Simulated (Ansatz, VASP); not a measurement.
## One calculation of TiAl3, two programs

```xyz
4
Lattice="2.7816 0.0000 0.0000 0.0000 4.6711 0.0000 0.0000 0.0000 4.8936" Properties=species:S:1:pos:R:3 pbc="T T T"
Ti    0.0000    2.3355    0.7985
Al    1.3908    2.3355    3.2496
Al    1.3908    0.0000    1.6301
Al    0.0000    0.0000    4.1090
```

Alike in both runs: functional PBEsol; k mesh 14 × 10 × 10; occupations gaussian, width 0.1 eV; no spin polarisation.

Ansatz relaxed the structure, and its values are those at the end. VASP's run is a single point on that final structure, the one shown.

```csv
,VASP,Ansatz
version,VASP 6.6.1,Ansatz 0.2.0
potentials or method,"VASP PAW PBE potentials, release 64 (Ti_sv, Al), cutoff 520 eV","scalar-relativistic, plane waves, PAW"
valence electrons in the cell,21,21
```

```csv
,VASP,Ansatz,Ansatz less VASP
gap on the k mesh at the Fermi level (eV),none,none,-
pressure (GPa),0.0,0.0,-0.04
```

VASP's potentials were made for PBE, not for PBEsol. A gap of «none» marks a metal or a gap that the smearing closes. The functional is the same, so the differences come from potentials, cutoffs and numerics.
